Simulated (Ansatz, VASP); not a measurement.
# Al4Ru3: VASP beside Ansatz

INCAR

```
PREC = Accurate
ENCUT = 600
EDIFF = 1E-6
ISMEAR = 0
SIGMA = 0.2
LREAL = False
LASPH = True
NELM = 100
ALGO = Fast
ISIF = 3
LWAVE = False
LCHARG = False
GGA = PE
IBRION = 2
NSW = 80
EDIFFG = -0.025
```

The input KPOINTS:

```
regular mesh
0
Gamma
  8 4 4
```

The input POSCAR:

```
Al4Ru3
1.0
    0.0346343881      0.0052093593      2.9697536043
    5.9370346065     -0.0930011073      0.0697464150
   -0.0930011073      6.0850854046      0.0104905603
Al Ru
4 3
Direct
    0.5028118282      0.2460541731      0.2739646364
    0.5895127365      0.7555492432      0.7237933748
    0.3865219303      0.7527989922      0.2290119399
    0.5961776295      0.2494518297      0.7505411016
   -0.0294325082      0.4880498328      0.0147572665
   -0.0419437766      0.0018349521      0.5143979609
   -0.0036478398      0.5062609770      0.4935337198
```

Input for Ansatz:

```yaml
crystal:
  lattice:
    - [0.0346343881, 0.0052093593, 2.9697536043]
    - [5.9370346065, -0.0930011073, 0.069746415]
    - [-0.0930011073, 6.0850854046, 0.0104905603]
  atoms:
    - { symbol: Al, position: [0.5028118282, 0.2460541731, 0.2739646364] }
    - { symbol: Al, position: [0.5895127365, 0.7555492432, 0.7237933748] }
    - { symbol: Al, position: [0.3865219303, 0.7527989922, 0.2290119399] }
    - { symbol: Al, position: [0.5961776295, 0.2494518297, 0.7505411016] }
    - { symbol: Ru, position: [-0.0294325082, 0.4880498328, 0.0147572665] }
    - { symbol: Ru, position: [-0.0419437766, 0.0018349521, 0.5143979609] }
    - { symbol: Ru, position: [-0.0036478398, 0.506260977, 0.4935337198] }
basis:
  ecutwfc: 420
kpoints:
  mp_grid: { grid: [8, 4, 4] }
hamiltonian:
  xc: pbe
scf:
  occupations: { method: gaussian, width: 0.2 }
  lower_state_search: "off"
output:
  forces: true
  stress: true
  eigenvalues: true
relax:
  adjacent_minimum: "off"
  f_tol: 0.025
  max_steps: 60
  cell: { stress_tol: 0.25 }
```

Change from the starting cell: cell x1, atoms moved at random (sigma 0.15 Å) and cell strained at random (1.5 %), then relaxed without symmetry.

Alike in both runs: task relaxation of cell and atoms; functional PBE; k mesh 8 × 4 × 4; occupations gaussian, width 0.2 eV; no spin polarisation.

|  | VASP | Ansatz |
| --- | --- | --- |
| version | VASP 6.6.1 | Ansatz 0.2.0 |
| potentials or method | VASP PAW PBE potentials, release 64 (Al, Ru_pv), cutoff 600 eV | scalar-relativistic, plane waves, PAW |
| valence electrons in the cell | 54 | 60 |

```tsv
	VASP	Ansatz	Ansatz less VASP
gap on the k mesh at the Fermi level, each at its own relaxed structure (eV)	none	none	-
relaxed volume (Å³/atom)	15.17	15.18	+0.013
relaxed length of the cell vector where the two differ most in proportion (Å)	5.983	5.987	+0.0042
```

A gap of «none» marks a metal or a gap that the smearing closes. VASP's potentials hold 54 valence electrons a cell and Ansatz's 60, so a difference there can come from the potentials and not from the codes.
